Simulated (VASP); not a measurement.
# KF: single point with r2SCAN

The system is KF.

```
K F
1.0
     0.00000    2.67350    2.60666
     2.67350    0.00000    2.60666
     2.67350    2.67350    0.00000
K F
1 1
Direct
  0.00000 0.00000 0.00000
  0.50000 0.50000 0.50000
```

This cell differs from its parent crystal: strain +0.000 along x and y, -0.025 along z.

```yaml
Program: VASP 6.6.1
Task: single point
Functional: r2SCAN
Potentials_or_basis: VASP PAW PBE potentials, release 64 (K_sv, F)
Cutoff: 520 eV
k_mesh: 8 × 8 × 8
Occupations: gaussian, width 0.05 eV
Spin: no spin polarisation
```

```json
{"Pressure": "0.4 GPa", "Band gap on the k mesh": "6.92 eV, direct"}
```

Stress tensor (GPa, compression positive):
```
-0.24  0.00  0.00
 0.00 -0.24  0.00
 0.00  0.00  1.57
```

Levels at points of the mesh, in eV from the valence-band top:
| k point | band 6 | band 7 | band 8 | band 9 | band 10 | band 11 |
| --- | --- | --- | --- | --- | --- | --- |
| (0.00, 0.00, 0.00) | -0.05 | -0.05 | 0.00 | 6.92 | 11.44 | 11.44 |
| (0.50, 0.00, 0.00) | -0.82 | -0.39 | -0.38 | 9.74 | 11.39 | 12.93 |
| (0.50, 0.50, 0.00) | -0.17 | -0.10 | -0.10 | 8.68 | 11.34 | 12.74 |
| (0.50, 0.00, 0.50) | -0.25 | -0.09 | -0.04 | 8.79 | 11.32 | 12.51 |

Run time: 63 s on 1 thread of Intel(R) Xeon(R) 6975P-C (Granite Rapids), on a shared host, peak memory 0.18 GiB.

Caveat: the cell differs from its parent crystal (strain +0.000 along x and y, -0.025 along z); the PAW data sets were made with another functional, which shifts forces and pressure a little. A k mesh can miss the band edges.
